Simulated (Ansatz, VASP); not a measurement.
# Mo: VASP beside Ansatz

```xyz
1
Lattice="-1.3954 1.3954 2.1229 1.3954 -1.3954 2.1229 1.3954 1.3954 -2.1229" Properties=species:S:1:pos:R:3 pbc="T T T"
Mo    0.0000    0.0000    0.0000
```

Alike in both runs: task relaxation of cell and atoms; functional PBEsol; k mesh 8 × 8 × 8; occupations gaussian, width 0.1 eV; no spin polarisation.

|  | VASP | Ansatz |
| --- | --- | --- |
| version | VASP 6.6.1 | Ansatz 0.2.0 |
| potentials or method | VASP PAW PBE potentials, release 64 (Mo_sv), cutoff 600 eV | scalar-relativistic, plane waves, PAW |
| valence electrons in the cell | 14 | 14 |

```tsv
	VASP	Ansatz	Ansatz less VASP
gap on the k mesh at the Fermi level, each at its own relaxed structure (eV)	none	none	-
relaxed volume (Å³/atom)	15.60	15.59	-0.009
relaxed cell length with the largest relative difference (Å)	2.888	2.887	-0.0012
```

VASP's potentials were made for PBE, not for PBEsol. A gap of «none» marks a metal or a gap that the smearing closes.

The k mesh is coarse, so the values compare programs but aren't converged.
